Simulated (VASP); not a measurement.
Write the native input for VASP 6.6.1 that does the following.

| Property | Result |
| --- | --- |
| Task | single point |
| Functional | PBE |
| Potentials or basis | VASP PAW PBE potentials, release 64 (Te, Sn_d) |
| Cutoff | 520 eV |
| k mesh | 7 × 7 × 7 |
| Occupations | gaussian, width 0.013 eV |
| Spin | no spin polarisation |
| Dipole correction | no |
| Further INCAR settings | ALGO = Normal; EDIFF = 1e-07; NBANDS = 17 |

The structure of SnTe lies in POSCAR:

```
SnTe
1.0
    0.0000000000      3.1508500000      3.1508500000
    3.1508500000      0.0000000000      3.1508500000
    3.1508500000      3.1508500000      0.0000000000
Te Sn
1 1
Direct
    0.5000000000      0.5000000000      0.5000000000
    0.0000000000      0.0000000000      0.0000000000
```

These files were run (other wordings do the same):

INCAR

```
SYSTEM = SnTe
PREC = Accurate
ENCUT = 520
EDIFF = 1E-7
ISMEAR = 0
SIGMA = 0.013000000000000001
LREAL = .FALSE.
LASPH = .TRUE.
NELM = 100
ALGO = Normal
ISIF = 2
LWAVE = .FALSE.
LCHARG = .FALSE.
GGA = PE
NBANDS = 17
```

KPOINTS

```
Automatic mesh
0
G
  7 7 7
  0 0 0
```

Potentials or basis: VASP PAW PBE potentials, release 64 (Te, Sn_d).

Run with:

```sh
$ cat potpaw_PBE.64/Te/POTCAR potpaw_PBE.64/Sn_d/POTCAR > POTCAR
$ mpirun -np 1 vasp_std > vasp.out
```

It gave:

The pressure is 2.2 GPa.

It took 20 s on 1 thread of Intel(R) Xeon(R) Platinum 8488C (Sapphire Rapids) (shared host), peak memory 0.21 GiB.
